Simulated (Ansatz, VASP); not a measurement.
# Two plane-wave programs on TiAl

```
Ti Al
1.0
     2.95314    0.00000    0.00000
    -1.47657    2.55749    0.00000
     0.00000    0.00000    4.76480
Ti Al
1 1
Direct
  0.00000 0.00000 0.02255
  0.33333 0.66667 0.45999
```

Change from the starting cell: mode 6 frozen in at -0.186 Å, equal normal strain along x, y and z +0.0250.

Alike in both runs: task single point; functional PBE; k mesh 18 × 18 × 10; occupations gaussian, width 0.15 eV; no spin polarisation.

|  | VASP | Ansatz |
| --- | --- | --- |
| version | VASP 6.6.1 | Ansatz 0.2.0 |
| potentials or method | VASP PAW PBE potentials, release 64 (Ti_sv, Al), cutoff 520 eV | scalar-relativistic, plane waves, PAW |
| valence electrons in the cell | 15 | 15 |

|  | VASP | Ansatz | Ansatz less VASP |
| --- | --- | --- | --- |
| gap on the k mesh at the Fermi level (eV) | none | none | - |
| pressure (GPa) | -3.4 | -3.3 | +0.08 |
| traceless stress, the component that is largest in VASP (GPa) | 1.63 | 1.61 | -0.027 |
| rms of the force components (eV/Å) | 1.012 | 1.010 | -0.0021 |

Atom by atom the forces differ by 0.002 eV/Å (rms over components). A gap of «none» marks a metal or a gap that the smearing closes. With one functional, cell and mesh, what is left measures potentials, basis and numerics.
